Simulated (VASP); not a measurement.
# SnO2 (P4_2/mnm) in VASP: further runs

The runs below take SnO2 through relaxation of shape and atoms at fixed volume, with PBE.

Program: VASP 6.6.1. These are calculated values, not measurements. Logs are shortened: lines on timing, memory, paths and dates and some standing lists are left out, and cuts for length are marked.

### Step 1. The cell of the first run

Symmetry: P4_2/mnm, No. 136, tetragonal system. Conventional cell: a = 4.717 Å, b = 4.717 Å, c = 3.188 Å, α = 90.00°, β = 90.00°, γ = 90.00°. Sn (site symmetry mmm) has 6 O at 2.04 to 2.05 Å within 2.7 Å. Within 2.7 Å of O (site symmetry m2m) lie 3 Sn at 2.04 to 2.05 Å and 1 O at 2.59 Å.

### Step 2. Relaxation of shape and atoms at fixed volume, PBE (volume scaled by 0.94)

INCAR

```
SYSTEM = SnO2
PREC     = Accurate       ! precision mode
ENCUT    = 600            ! plane-wave cutoff, eV
EDIFF    = 1E-6           ! SCF threshold, eV
ISMEAR   = 0              ! smearing method
SIGMA    = 0.02           ! smearing width, eV
LREAL    = .FALSE.        ! projectors in reciprocal space
LASPH    = .TRUE.         ! aspherical terms in the spheres
NELM     = 100            ! most SCF steps
ALGO     = Normal         ! electronic algorithm
ISIF     = 4              ! what is computed and relaxed
LWAVE    = .FALSE.        ! write WAVECAR
LCHARG   = .FALSE.        ! write CHGCAR
GGA      = PE             ! functional
IBRION   = 2              ! ionic algorithm
NSW      = 50             ! ionic steps
EDIFFG   = -0.01          ! ionic threshold
```

KPOINTS

```
regular mesh
0
G
  6 6 8
  0 0 0
```

POSCAR

```
SnO2
1.0
    4.7173326542      0.0000000000      0.0000000000
    0.0000000000      4.7173326542      0.0000000000
    0.0000000000      0.0000000000      3.1875064183
Sn O
2 4
Direct
    0.0000000000      0.0000000000      0.0000000000
    0.5000000000      0.5000000000      0.5000000000
    0.3060051126      0.3060051126      0.0000000000
    0.1939948874      0.8060051126      0.5000000000
    0.6939948874      0.6939948874      0.0000000000
    0.8060051126      0.1939948874      0.5000000000
```

Potentials or basis: VASP PAW PBE potentials, release 64 (Sn_d, O).

Started as:

```bash
$ cat potpaw_PBE.64/Sn_d/POTCAR potpaw_PBE.64/O/POTCAR > POTCAR
$ mpirun -np 1 vasp_std > vasp.out
```

OUTCAR:

```text
SYSTEM = SnO2
   PREC = Accurate
   ENCUT = 600
   EDIFF = 1E-6
   ISMEAR = 0
   LREAL = .FALSE.
   LASPH = .TRUE.
   NELM = 100
   ISIF = 4
   GGA = PE
   IBRION = 2
   NSW = 50
   EDIFFG = -0.01

 ion  position               nearest neighbor table
   1  0.000  0.000  0.000-   3 2.04   5 2.04   4 2.05   6 2.05   4 2.05   6 2.05   2 3.70   2 3.70
                             2 3.70   2 3.70   2 3.70   2 3.70   2 3.70   2 3.70
   2  0.500  0.500  0.500-   4 2.04   6 2.04   5 2.05   3 2.05   3 2.05   5 2.05   1 3.70   1 3.70
                             1 3.70   1 3.70   1 3.70   1 3.70   1 3.70   1 3.70
   3  0.306  0.306  0.000-   1 2.04   2 2.05   2 2.05
   4  0.194  0.806  0.500-   2 2.04   1 2.05   1 2.05
   5  0.694  0.694  0.000-   1 2.04   2 2.05   2 2.05
   6  0.806  0.194  0.500-   2 2.04   1 2.05   1 2.05

  LATTYP: Found a simple tetragonal cell.
 ALAT       =     4.7173326542
 C/A-ratio  =     0.6757010056

  Lattice vectors:

 A1 = (   4.7173326542,   0.0000000000,   0.0000000000)
 A2 = (   0.0000000000,   4.7173326542,   0.0000000000)
 A3 = (   0.0000000000,   0.0000000000,   3.1875064183)

Analysis of symmetry for initial positions (statically):
=====================================================================
 Subroutine PRICEL returns:
 Original cell was already a primitive cell.

 Routine SETGRP: Setting up the symmetry group for a
 simple tetragonal supercell.

 Subroutine GETGRP returns: Found 16 space group operations
 (whereof  8 operations were pure point group operations)
 out of a pool of 16 trial point group operations.

The static configuration has the point symmetry D_2h.
 The point group associated with its full space group is D_4h.

Analysis of symmetry for dynamics (positions and initial velocities):
=====================================================================
 Subroutine PRICEL returns:
 Original cell was already a primitive cell.

 Routine SETGRP: Setting up the symmetry group for a
 simple tetragonal supercell.

 Subroutine GETGRP returns: Found 16 space group operations
 (whereof  8 operations were pure point group operations)
 out of a pool of 16 trial point group operations.

The dynamic configuration has the point symmetry D_2h.
 The point group associated with its full space group is D_4h.

 Subroutine INISYM returns: Found 16 space group operations
 (whereof  8 operations are pure point group operations),
 and found     1 'primitive' translations

----------------------------------------------------------------------------------------

                                     Primitive cell

  volume of cell :      70.9323

  direct lattice vectors                    reciprocal lattice vectors
     4.717332654  0.000000000  0.000000000     0.211984202  0.000000000  0.000000000
     0.000000000  4.717332654  0.000000000     0.000000000  0.211984202  0.000000000
     0.000000000  0.000000000  3.187506418     0.000000000  0.000000000  0.313724858

  length of vectors
     4.717332654  4.717332654  3.187506418     0.211984202  0.211984202  0.313724858

  position of ions in fractional coordinates (direct lattice)
     0.000000000  0.000000000  0.000000000
     0.500000000  0.500000000  0.500000000
     0.306005113  0.306005113  0.000000000
     0.193994887  0.806005113  0.500000000
     0.693994887  0.693994887  0.000000000
     0.806005113  0.193994887  0.500000000

  ion indices of the primitive-cell ions
   primitive index   ion index
                 1           1
                 2           2
                 3           3
                 4           4
                 5           5
                 6           6

----------------------------------------------------------------------------------------

 KPOINTS: regular mesh

Automatic generation of k-mesh.
 Grid dimensions read from file:
 generate k-points for:    6    6    8

 Generating k-lattice:

  Cartesian coordinates                     Fractional coordinates (reciprocal lattice)
     0.035330700  0.000000000  0.000000000     0.166666667  0.000000000  0.000000000
     0.000000000  0.035330700  0.000000000     0.000000000  0.166666667  0.000000000
     0.000000000  0.000000000  0.039215607     0.000000000  0.000000000  0.125000000

  Length of vectors
     0.035330700  0.035330700  0.039215607

  Shift w.r.t. Gamma in fractional coordinates (k-lattice)
     0.000000000  0.000000000  0.000000000

 Subroutine IBZKPT returns following result:
 ===========================================

 Found     50 irreducible k-points:

 Following reciprocal coordinates:
            Coordinates               Weight
  0.000000  0.000000  0.000000      1.000000
  0.166667  0.000000  0.000000      4.000000
  0.333333  0.000000  0.000000      4.000000
  0.500000  0.000000  0.000000      2.000000
  0.166667  0.166667  0.000000      4.000000
  0.333333  0.166667  0.000000      8.000000
[... 16 lines left out ...]
  0.333333  0.000000  0.250000      8.000000
  0.500000  0.000000  0.250000      4.000000
 [... further k-points ...]
   k-points           NKPTS =     50   k-points in BZ     NKDIM =     50   number of bands    NBANDS=     31
   number of dos      NEDOS =    301   number of ions     NIONS =      6
   total plane-waves  NPLWV =  44800
   dimension x,y,z NGX =    40 NGY =   40 NGZ =   28
   dimension x,y,z NGXF=    80 NGYF=   80 NGZF=   56
   ions per type =               2   4
   NGX,Y,Z   is equivalent  to a cutoff of  14.10, 14.10, 14.60 a.u.
   NGXF,Y,Z  is equivalent  to a cutoff of  28.19, 28.19, 29.21 a.u.
 SYSTEM =  SnO2
   PREC   = accura    normal or accurate (medium, high low for compatibility)
   ISTART =      0    job   : 0-new  1-cont  2-samecut
   ICHARG =      2    charge: 1-file 2-atom 10-const
   ISPIN  =      1    spin polarized calculation?
   LNONCOLLINEAR =      F non collinear calculations
   LSORBIT =      F    spin-orbit coupling
   LASPH  =      T    aspherical Exc in radial PAW
   ENCUT  =  600.0 eV  44.10 Ry    6.64 a.u.   9.42  9.42  6.37*2*pi/ulx,y,z
   NELM   =    100;   NELMIN=  2; NELMDL= -5     # of ELM steps
   EDIFF  = 0.1E-05   stopping-criterion for ELM
   LREAL  =      F    real-space projection
   EDIFFG = -.1E-01   stopping-criterion for IOM
   NSW    =     50    number of steps for IOM
   IBRION =      2    ionic relax: 0-MD 1-quasi-New 2-CG
   NFREE  =      1    steps in history (QN), initial steepest desc. (CG)
   ISIF   =      4    stress and relaxation
   ISYM   =      2    0-nonsym 1-usesym 2-fastsym
   POTIM  = 0.5000    time-step for ionic-motion
   TEBEG  =    0.0;   TEEND  =   0.0 temperature during run
   PSTRESS=    0.0 pullay stress
   NELECT =      52.0000    total number of electrons
   NUPDOWN=      -1.0000    fix difference up-down
   EMIN   =  10.00;   EMAX   =-10.00  energy-range for DOS
   EFERMI =   0.00;   METHOD = LEGACY
   ISMEAR =     0;   SIGMA  =   0.02  broadening in eV -4-tet -1-fermi 0-gaus
   EFERMI_NEDOS =   21; number of points for ismear=-14 and -15
   IALGO  =     38    algorithm
   IMIX   =      4    mixing-type and parameters
     AMIX     =   0.40;   BMIX     =  1.00
     AMIX_MAG =   1.60;   BMIX_MAG =  1.00
  volume/ion in A,a.u.               =      11.82        79.78
  Fermi-wavevector in a.u.,A,eV,Ry     =   1.476141  2.789503 29.647000  2.178993
  Thomas-Fermi vector in A             =   2.590704
   LORBIT       =      0    0 simple, 1 ext, 2 COOP (PROOUT), +10 PAW based schemes
   GGA     = PE    functional components
   LHFCALC =     F    Hartree Fock is set to
   AEXX    =    0.0000 exact exchange contribution
   IVDW    =     0    specifies the selected vdW correction
   LEPSILON=     F    determine dielectric tensor
   LRPA    =     F    only Hartree local field effects (RPA)
 conjugate gradient relaxation of ions
 non-spin polarized calculation
 Gauss-broadening in eV      SIGMA  =   0.02
  energy-cutoff  :      600.00
  volume of cell :       70.93
 maximum number of plane-waves:      2401
 NGX is ok and might be reduce to    40
   NGX = 19   NGY = 19   NGZ = 13

--------------------------------------- Ionic step        1  -------------------------------------------

 number of electron      51.9999991 magnetization

 Free energy of the ion-electron system (eV)
  ---------------------------------------------------
  ext. energy  EPLUGINS =         0.00000000
  ---------------------------------------------------
  free energy    TOTEN  =       -37.13168498 eV

  energy without entropy =      -37.13168498  energy(sigma->0) =      -37.13168498

------------------------ aborting loop because EDIFF is reached ----------------------------------------

  FORCE on cell =-STRESS in cart. coord.  units (eV):
  Direction    XX          YY          ZZ          XY          YZ          ZX
  --------------------------------------------------------------------------------------
  -------------------------------------------------------------------------------------
  Total        5.5051273      5.5051273      6.4854626     -0.0000000      0.0000000      0.0000000
  in kB      124.3465887    124.3465887    146.4898269     -0.0000000      0.0000000      0.0000000
  external PRESSURE =     131.7276681 kB  Pullay stress =       0.0000000 kB
[... 105 lines left out ...]
  energy  without entropy=      -37.1348853465  energy(sigma->0) =      -37.13488535

--------------------------------------- Ionic step        4  -------------------------------------------

 number of electron      51.9999988 magnetization

 Free energy of the ion-electron system (eV)
  ---------------------------------------------------
  ext. energy  EPLUGINS =         0.00000000
  ---------------------------------------------------
  free energy    TOTEN  =       -37.13508598 eV

  energy without entropy =      -37.13508598  energy(sigma->0) =      -37.13508598

 E-fermi :   6.3931     XC(G=0): -11.3108

 val. band max:        6.2488678058   @ k =   0.0000   0.0000   0.0000
 cond. band min:       7.5482815510   @ k =   0.0000   0.0000   0.0000
 fundamental gap:      1.2994137452
 Fermi energy:         6.3931443258

 k-point     1 :       0.0000    0.0000    0.0000
  band No.  band energies     occupation
      1     -14.8725      2.00000
      2     -14.0285      2.00000
      3     -13.7905      2.00000
      4     -13.7632      2.00000
      5     -13.7632      2.00000
      6     -13.7258      2.00000
[... 805 lines left out ...]
     30      15.0223      0.00000
     31      15.8905      0.00000

 [... further k-points ...]
[... 5 lines left out ...]
  --------------------------------------------------------------------------------------
  -------------------------------------------------------------------------------------
  Total        5.6301302      5.6301302      5.6795741     -0.0000000      0.0000000      0.0000000
  in kB      127.1700815    127.1700815    128.2868909     -0.0000000      0.0000000      0.0000000
  external PRESSURE =     127.5423513 kB  Pullay stress =       0.0000000 kB
[... 21 lines left out ...]
  FREE ENERGIE OF THE ION-ELECTRON SYSTEM (eV)
  ---------------------------------------------------
  free  energy   TOTEN  =       -37.1350859849 eV

  energy  without entropy=      -37.1350859849  energy(sigma->0) =      -37.13508598

 reached required accuracy - stopping structural energy minimisation
```

Wall time 2 min (1 thread of Intel Xeon 6975P-C (Granite Rapids), shared host); peak memory 0.27 GiB.

Results:

* Free energy: -37.1351 eV
* Energy gained by relaxing: 0.6 meV/atom
* Ionic steps: 4
* Pressure after relaxing: 12.8 GPa
* Largest force after relaxing: 0.009 eV/Å
* Band gap on the k mesh: 1.30 eV, direct

Forces in eV/Å, atoms in the order of the input:
```
Sn   0.000  0.000  0.000
Sn   0.000  0.000  0.000
O    0.006  0.006  0.000
O   -0.006  0.006  0.000
O   -0.006 -0.006  0.000
O    0.006 -0.006  0.000
```

Stress tensor (GPa, compression positive):
```
12.72  0.00  0.00
 0.00 12.72  0.00
 0.00  0.00 12.83
```

Step by step:
```
step  energy change (eV)  largest force (eV/Å)  pressure (GPa)  volume (Å³)
   1              0.0000                0.1195           13.17        70.93
   2             -0.0030                0.0690           12.70        70.93
   3             -0.0032                0.0327           12.79        70.93
   4             -0.0034                0.0086           12.75        70.93
```

Final structure:
```
Sn O
1.0
     4.70508    0.00000    0.00000
     0.00000    4.70508    0.00000
     0.00000    0.00000    3.20412
Sn O
2 4
Direct
  0.00000 0.00000 0.00000
  0.50000 0.50000 0.50000
  0.30550 0.30550 0.00000
  0.19450 0.80550 0.50000
  0.69450 0.69450 0.00000
  0.80550 0.19450 0.50000
```

Caveat: the cell differs from its parent crystal (volume scaled by 0.94); spin-orbit coupling is left out, which moves the levels of the heavy elements.

(Continued in part 2 of 2.)
